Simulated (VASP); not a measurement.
Al3BP4, 8 atoms in the cell. It takes space group P-43m (No. 215, cubic). The conventional cell has a = 5.126 Å, b = 5.126 Å, c = 5.126 Å, α = 90.00°, β = 90.00°, γ = 90.00°. Al (site symmetry -42m) has 4 P at 2.22 Å within 2.9 Å. B (site symmetry -43m) has 4 P at 2.22 Å within 2.9 Å. P (site symmetry 3m) has 3 Al at 2.22 Å and 1 B at 2.22 Å within 2.9 Å. 

* Program: VASP 6.6.1
* Task: relaxation of cell and atoms
* Functional: PBE
* Potentials or basis: VASP PAW PBE potentials, release 64 (Al, B, P)
* Cutoff: 600 eV
* k mesh: 4 × 4 × 4
* Occupations: gaussian, width 0.1 eV
* Spin: no spin polarisation
* Dipole correction: no
* Further INCAR settings: ALGO = Normal; EDIFF = 1e-06; IBRION = 2; EDIFFG = -0.04; NSW = 90; ISIF = 3

Potentials or basis: VASP PAW PBE potentials, release 64 (Al, B, P).

Command:

```console
$ cat potpaw_PBE.64/Al/POTCAR potpaw_PBE.64/B/POTCAR potpaw_PBE.64/P/POTCAR > POTCAR
$ mpirun -np 1 vasp_std > vasp.out
```

Hardware: 1 thread of AMD EPYC 9R45 96-Core Processor (Zen 5), with other jobs on the host.

Task: How long does it take, and how much memory?

Result: Run time: 91 s on 1 thread of AMD EPYC 9R45 96-Core Processor (Zen 5), on a shared host, peak memory 0.24 GiB. Counts: scf iterations 57, k points 10, ion steps 6.
